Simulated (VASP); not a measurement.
# MgF2 (P4_2/mnm) in VASP: a series of runs

MgF2 is run at these levels: PBEsol, r2SCAN; tasks: single point.

All numbers are computed with VASP 6.6.1; they aren't measurements. Logs are shortened: lines on timing, memory, paths and dates and some standing lists are left out, and cuts for length are marked.

## 1. The cell of the first run

It takes space group P4_2/mnm (No. 136, tetragonal). Conventional cell: a = 4.638 Å, b = 4.638 Å, c = 3.063 Å, α = 90.00°, β = 90.00°, γ = 90.00°. Mg (site symmetry mmm) has 6 F at 1.99 to 2.00 Å within 2.6 Å. F (site symmetry m2m) has 3 Mg at 1.99 to 2.00 Å and 1 F at 2.58 Å within 2.6 Å.

## 2. Single point, PBEsol

Input file INCAR:

```
PREC = Accurate
ENCUT = 600
EDIFF = 1E-6
ISMEAR = 0
SIGMA = 0.02
LREAL = F
LASPH = T
NELM = 120
ALGO = Normal
ISIF = 2
LWAVE = F
LCHARG = F
GGA = PS
NBANDS = 25
GGA_COMPAT = F
```

Input file KPOINTS:

```
Automatic mesh
0
Gamma
  6 6 8
```

Input file POSCAR:

```
MgF2
1.0
    4.6382900967      0.0000000000      0.0000000000
    0.0000000000      4.6382900967      0.0000000000
    0.0000000000      0.0000000000      3.0625603099
Mg F
2 4
Direct
    0.0000000000      0.0000000000      0.0000000000
    0.5000000000      0.5000000000      0.5000000000
    0.3033942655      0.3033942655      0.0000000000
    0.1966057345      0.8033942655      0.5000000000
    0.6966057345      0.6966057345      0.0000000000
    0.8033942655      0.1966057345      0.5000000000
```

Potentials or basis: VASP PAW PBE potentials, release 64 (Mg, F).

Command:

```
> cat potpaw_PBE.64/Mg/POTCAR potpaw_PBE.64/F/POTCAR > POTCAR
> mpirun -np 1 vasp_std > vasp.out
```

OUTCAR:

```text
PREC = Accurate
   ENCUT = 600
   EDIFF = 1E-6
   ISMEAR = 0
   LREAL = F
   LASPH = T
   NELM = 120
   ISIF = 2
   GGA = PS

 ion  position               nearest neighbor table
   1  0.000  0.000  0.000-   3 1.99   5 1.99   4 2.00   6 2.00   4 2.00   6 2.00   2 3.62   2 3.62
                             2 3.62   2 3.62   2 3.62   2 3.62   2 3.62   2 3.62
   2  0.500  0.500  0.500-   4 1.99   6 1.99   5 2.00   3 2.00   3 2.00   5 2.00   1 3.62   1 3.62
                             1 3.62   1 3.62   1 3.62   1 3.62   1 3.62   1 3.62
   3  0.303  0.303  0.000-   1 1.99   2 2.00   2 2.00
   4  0.197  0.803  0.500-   2 1.99   1 2.00   1 2.00
   5  0.697  0.697  0.000-   1 1.99   2 2.00   2 2.00
   6  0.803  0.197  0.500-   2 1.99   1 2.00   1 2.00

  LATTYP: Found a simple tetragonal cell.
 ALAT       =     4.6382900967
 C/A-ratio  =     0.6602778710

  Lattice vectors:

 A1 = (   4.6382900967,   0.0000000000,   0.0000000000)
 A2 = (   0.0000000000,   4.6382900967,   0.0000000000)
 A3 = (   0.0000000000,   0.0000000000,   3.0625603099)

Analysis of symmetry for initial positions (statically):
=====================================================================
 Subroutine PRICEL returns:
 Original cell was already a primitive cell.

 Routine SETGRP: Setting up the symmetry group for a
 simple tetragonal supercell.

 Subroutine GETGRP returns: Found 16 space group operations
 (whereof  8 operations were pure point group operations)
 out of a pool of 16 trial point group operations.

The static configuration has the point symmetry D_2h.
 The point group associated with its full space group is D_4h.

Analysis of symmetry for dynamics (positions and initial velocities):
=====================================================================
 Subroutine PRICEL returns:
 Original cell was already a primitive cell.

 Routine SETGRP: Setting up the symmetry group for a
 simple tetragonal supercell.

 Subroutine GETGRP returns: Found 16 space group operations
 (whereof  8 operations were pure point group operations)
 out of a pool of 16 trial point group operations.

The dynamic configuration has the point symmetry D_2h.
 The point group associated with its full space group is D_4h.

 Subroutine INISYM returns: Found 16 space group operations
 (whereof  8 operations are pure point group operations),
 and found     1 'primitive' translations

----------------------------------------------------------------------------------------

                                     Primitive cell

  volume of cell :      65.8871

  direct lattice vectors                    reciprocal lattice vectors
     4.638290097  0.000000000  0.000000000     0.215596692  0.000000000  0.000000000
     0.000000000  4.638290097  0.000000000     0.000000000  0.215596692  0.000000000
     0.000000000  0.000000000  3.062560310     0.000000000  0.000000000  0.326524182

  length of vectors
     4.638290097  4.638290097  3.062560310     0.215596692  0.215596692  0.326524182

  position of ions in fractional coordinates (direct lattice)
     0.000000000  0.000000000  0.000000000
     0.500000000  0.500000000  0.500000000
     0.303394266  0.303394266  0.000000000
     0.196605734  0.803394266  0.500000000
     0.696605734  0.696605734  0.000000000
     0.803394266  0.196605734  0.500000000

  ion indices of the primitive-cell ions
   primitive index   ion index
                 1           1
                 2           2
                 3           3
                 4           4
                 5           5
                 6           6

----------------------------------------------------------------------------------------

 KPOINTS: Automatic mesh

Automatic generation of k-mesh.
 Grid dimensions read from file:
 generate k-points for:    6    6    8

 Generating k-lattice:

  Cartesian coordinates                     Fractional coordinates (reciprocal lattice)
     0.035932782  0.000000000  0.000000000     0.166666667  0.000000000  0.000000000
     0.000000000  0.035932782  0.000000000     0.000000000  0.166666667  0.000000000
     0.000000000  0.000000000  0.040815523     0.000000000  0.000000000  0.125000000

  Length of vectors
     0.035932782  0.035932782  0.040815523

  Shift w.r.t. Gamma in fractional coordinates (k-lattice)
     0.000000000  0.000000000  0.000000000

 Subroutine IBZKPT returns following result:
 ===========================================

 Found     50 irreducible k-points:

 Following reciprocal coordinates:
            Coordinates               Weight
  0.000000  0.000000  0.000000      1.000000
  0.166667  0.000000  0.000000      4.000000
  0.333333  0.000000  0.000000      4.000000
  0.500000  0.000000  0.000000      2.000000
  0.166667  0.166667  0.000000      4.000000
  0.333333  0.166667  0.000000      8.000000
[... 16 lines left out ...]
  0.333333  0.000000  0.250000      8.000000
  0.500000  0.000000  0.250000      4.000000
 [... further k-points ...]
   k-points           NKPTS =     50   k-points in BZ     NKDIM =     50   number of bands    NBANDS=     25
   number of dos      NEDOS =    301   number of ions     NIONS =      6
   total plane-waves  NPLWV =  38400
   dimension x,y,z NGX =    40 NGY =   40 NGZ =   24
   dimension x,y,z NGXF=    80 NGYF=   80 NGZF=   48
   ions per type =               2   4
   NGX,Y,Z   is equivalent  to a cutoff of  14.34, 14.34, 13.03 a.u.
   NGXF,Y,Z  is equivalent  to a cutoff of  28.67, 28.67, 26.06 a.u.
 SYSTEM =  unknown system
   PREC   = accura    normal or accurate (medium, high low for compatibility)
   ISTART =      0    job   : 0-new  1-cont  2-samecut
   ICHARG =      2    charge: 1-file 2-atom 10-const
   ISPIN  =      1    spin polarized calculation?
   LNONCOLLINEAR =      F non collinear calculations
   LSORBIT =      F    spin-orbit coupling
   LASPH  =      T    aspherical Exc in radial PAW
   ENCUT  =  600.0 eV  44.10 Ry    6.64 a.u.   9.26  9.26  6.12*2*pi/ulx,y,z
   NELM   =    120;   NELMIN=  2; NELMDL= -5     # of ELM steps
   EDIFF  = 0.1E-05   stopping-criterion for ELM
   LREAL  =      F    real-space projection
   EDIFFG = 0.1E-04   stopping-criterion for IOM
   NSW    =      0    number of steps for IOM
   IBRION =     -1    ionic relax: 0-MD 1-quasi-New 2-CG
   NFREE  =      0    steps in history (QN), initial steepest desc. (CG)
   ISIF   =      2    stress and relaxation
   ISYM   =      2    0-nonsym 1-usesym 2-fastsym
   POTIM  = 0.5000    time-step for ionic-motion
   TEBEG  =    0.0;   TEEND  =   0.0 temperature during run
   PSTRESS=    0.0 pullay stress
   NELECT =      32.0000    total number of electrons
   NUPDOWN=      -1.0000    fix difference up-down
   EMIN   =  10.00;   EMAX   =-10.00  energy-range for DOS
   EFERMI =   0.00;   METHOD = LEGACY
   ISMEAR =     0;   SIGMA  =   0.02  broadening in eV -4-tet -1-fermi 0-gaus
   EFERMI_NEDOS =   21; number of points for ismear=-14 and -15
   IALGO  =     38    algorithm
   IMIX   =      4    mixing-type and parameters
     AMIX     =   0.40;   BMIX     =  1.00
     AMIX_MAG =   1.60;   BMIX_MAG =  1.00
  volume/ion in A,a.u.               =      10.98        74.10
  Fermi-wavevector in a.u.,A,eV,Ry     =   1.286840  2.431776 22.530677  1.655958
  Thomas-Fermi vector in A             =   2.418891
   LORBIT       =      0    0 simple, 1 ext, 2 COOP (PROOUT), +10 PAW based schemes
   GGA     = PS    functional components
   LHFCALC =     F    Hartree Fock is set to
   AEXX    =    0.0000 exact exchange contribution
   IVDW    =     0    specifies the selected vdW correction
   LEPSILON=     F    determine dielectric tensor
   LRPA    =     F    only Hartree local field effects (RPA)
 non-spin polarized calculation
 Gauss-broadening in eV      SIGMA  =   0.02
  energy-cutoff  :      600.00
  volume of cell :       65.89
 maximum number of plane-waves:      2224
 NGX is ok and might be reduce to    40
   NGX = 19   NGY = 19   NGZ = 13

 number of electron      32.0000021 magnetization

 Free energy of the ion-electron system (eV)
  ---------------------------------------------------
  ext. energy  EPLUGINS =         0.00000000
  ---------------------------------------------------
  free energy    TOTEN  =       -32.61007119 eV

  energy without entropy =      -32.61007119  energy(sigma->0) =      -32.61007119

 E-fermi :  -1.2067     XC(G=0):  -9.9446

 val. band max:       -1.3623710212   @ k =   0.0000   0.0000   0.0000
 cond. band min:       5.5014663850   @ k =   0.0000   0.0000   0.0000
 fundamental gap:      6.8638374062
 Fermi energy:        -1.2066759726

 k-point     1 :       0.0000    0.0000    0.0000
  band No.  band energies     occupation
      1     -21.9775      2.00000
      2     -21.1692      2.00000
      3     -21.1692      2.00000
      4     -21.0812      2.00000
      5      -5.4569      2.00000
      6      -3.8622      2.00000
[... 17 lines left out ...]
     24      16.8459      0.00000
     25      16.8459      0.00000

 k-point     2 :       0.1667    0.0000    0.0000
  band No.  band energies     occupation
      1     -21.9328      2.00000
      2     -21.2583      2.00000
      3     -21.1568      2.00000
      4     -21.0553      2.00000
      5      -5.3538      2.00000
      6      -3.8272      2.00000
[... 17 lines left out ...]
     24      16.5833      0.00000
     25      16.9587      0.00000

 k-point     3 :       0.3333    0.0000    0.0000
  band No.  band energies     occupation
      1     -21.8075      2.00000
      2     -21.4298      2.00000
      3     -21.1241      2.00000
      4     -21.0542      2.00000
      5      -5.0807      2.00000
      6      -4.2740      2.00000
[... 552 lines left out ...]
 k-point    23 :       0.3333    0.0000    0.2500
  band No.  band energies     occupation
      1     -21.6397      2.00000
      2     -21.3468      2.00000
      3     -21.1084      2.00000
      4     -21.0794      2.00000
      5      -4.7888      2.00000
      6      -4.1493      2.00000
[... 17 lines left out ...]
     24      15.0725      0.00000
     25      15.5763      0.00000

 k-point    24 :       0.5000    0.0000    0.2500
  band No.  band energies     occupation
      1     -21.4983      2.00000
      2     -21.4983      2.00000
      3     -21.0903      2.00000
      4     -21.0903      2.00000
      5      -4.4789      2.00000
      6      -4.4789      2.00000
[... 17 lines left out ...]
     24      14.5394      0.00000
     25      16.1007      0.00000

 [... further k-points ...]
[... 5 lines left out ...]
  --------------------------------------------------------------------------------------
  -------------------------------------------------------------------------------------
  Total       -0.3761877     -0.3761877     -0.4106685      0.0000000      0.0000000      0.0000000
  in kB       -9.1477584     -9.1477584     -9.9862281      0.0000000      0.0000000      0.0000000
  external PRESSURE =      -9.4272483 kB  Pullay stress =       0.0000000 kB

 VOLUME and BASIS-vectors are now :
 -----------------------------------------------------------------------------
  energy-cutoff  :      600.00
  volume of cell :       65.89
      direct lattice vectors                 reciprocal lattice vectors
     4.638290097  0.000000000  0.000000000     0.215596692  0.000000000  0.000000000
     0.000000000  4.638290097  0.000000000     0.000000000  0.215596692  0.000000000
     0.000000000  0.000000000  3.062560310     0.000000000  0.000000000  0.326524182

 POSITION                                       TOTAL-FORCE (eV/Angst)
 -----------------------------------------------------------------------------------
      0.00000      0.00000      0.00000        -0.000000      0.000000      0.000000
      2.31915      2.31915      1.53128        -0.000000      0.000000      0.000000
      1.40723      1.40723      0.00000         0.001014      0.001014     -0.000000
      0.91191      3.72638      1.53128        -0.001014      0.001014      0.000000
      3.23106      3.23106      0.00000        -0.001014     -0.001014      0.000000
      3.72638      0.91191      1.53128         0.001014     -0.001014      0.000000
 -----------------------------------------------------------------------------------
    total drift:                                0.000000      0.000000      0.000000

  FREE ENERGIE OF THE ION-ELECTRON SYSTEM (eV)
  ---------------------------------------------------
  free  energy   TOTEN  =       -32.6100711884 eV

  energy  without entropy=      -32.6100711884  energy(sigma->0) =      -32.61007119
```

Wall time 32 s (1 thread of Intel Xeon 6975P-C (Granite Rapids), shared host); peak memory 0.23 GiB.

What came out:

* Free energy: -32.6101 eV
* Pressure: -0.9 GPa
* Band gap on the k mesh: 6.86 eV, direct

Caveat: the PAW data sets were made with another functional, which shifts forces and pressure a little. Expect the measured gap to be larger: semilocal functionals such as PBEsol lack the derivative discontinuity.

## 3. Single point, r2SCAN

POSCAR is that of step 2.

Input file INCAR.step1:

```
ALGO     = Normal         # electronic algorithm
EDIFF    = 1E-5           # SCF threshold, eV
ENCUT    = 660            # plane-wave cutoff, eV
GGA      = PE             # functional
GGA_COMPAT= False        
ISMEAR   = 0              # smearing method
LASPH    = True           # aspherical terms in the spheres
LCHARG   = False          # write CHGCAR
LREAL    = False          # projectors in reciprocal space
LWAVE    = True           # write WAVECAR
NBANDS   = 25             # bands
NELM     = 120            # most SCF steps
PREC     = Accurate       # precision mode
SIGMA    = 0.02           # smearing width, eV
```

Input file INCAR.step2:

```
ALGO     = Normal         # electronic algorithm
EDIFF    = 1E-6           # SCF threshold, eV
ENCUT    = 660            # plane-wave cutoff, eV
GGA_COMPAT= False        
ISIF     = 2              # what is computed and relaxed
ISMEAR   = 0              # smearing method
ISTART   = 1            
LASPH    = True           # aspherical terms in the spheres
LCHARG   = True           # write CHGCAR
LELF     = True           # ELF
LMIXTAU  = True         
LREAL    = False          # projectors in reciprocal space
LVHAR    = True         
LWAVE    = False          # write WAVECAR
METAGGA  = R2SCAN         # meta-GGA
NBANDS   = 25             # bands
NELM     = 120            # most SCF steps
PREC     = Accurate       # precision mode
SIGMA    = 0.02           # smearing width, eV
```

Input file KPOINTS:

```
k-points
0
Gamma
  6 6 8
```

Potentials or basis: VASP PAW PBE potentials, release 64 (Mg, F).

Command:

```
> cat potpaw_PBE.64/Mg/POTCAR potpaw_PBE.64/F/POTCAR > POTCAR
> cp INCAR.step1 INCAR
> mpirun -np 1 vasp_std > vasp.out
> cp INCAR.step2 INCAR
> mpirun -np 1 vasp_std > vasp.out
```

Wall time 2.6 min (1 thread of Intel Xeon 6975P-C (Granite Rapids), shared host); peak memory 0.27 GiB.

Results (log left out):

```
Free energy            : -43.8511 eV
Pressure               : -2.7 GPa
Largest force          : 0.005 eV/Å
Band gap on the k mesh : 7.94 eV, direct
```

Forces on the atoms (eV/Å):
```
Mg   0.000  0.000  0.000
Mg   0.000  0.000  0.000
F   -0.003 -0.003  0.000
F    0.003 -0.003  0.000
F    0.003  0.003  0.000
F   -0.003  0.003  0.000
```

Stress tensor (GPa, compression positive):
```
-2.55  0.00  0.00
 0.00 -2.55  0.00
 0.00  0.00 -3.05
```

Levels at points of the mesh, in eV from the valence-band top:
```csv
k point,band 14,band 15,band 16,band 17,band 18,band 19
"(0.00, 0.00, 0.00)",-0.32,-0.32,0.00,7.94,13.18,13.18
"(0.50, 0.00, 0.00)",-0.97,-0.37,-0.37,10.37,10.37,14.45
"(0.50, 0.50, 0.00)",-0.93,-0.77,-0.77,12.13,12.13,12.20
"(0.00, 0.00, 0.50)",-1.14,-0.85,-0.85,12.76,12.76,15.97
"(0.50, 0.00, 0.50)",-0.73,-0.66,-0.66,13.69,13.69,14.45
"(0.50, 0.50, 0.50)",-0.61,-0.48,-0.48,14.20,14.20,14.43
```

Caveat: the PAW data sets were made with another functional, which shifts forces and pressure a little.
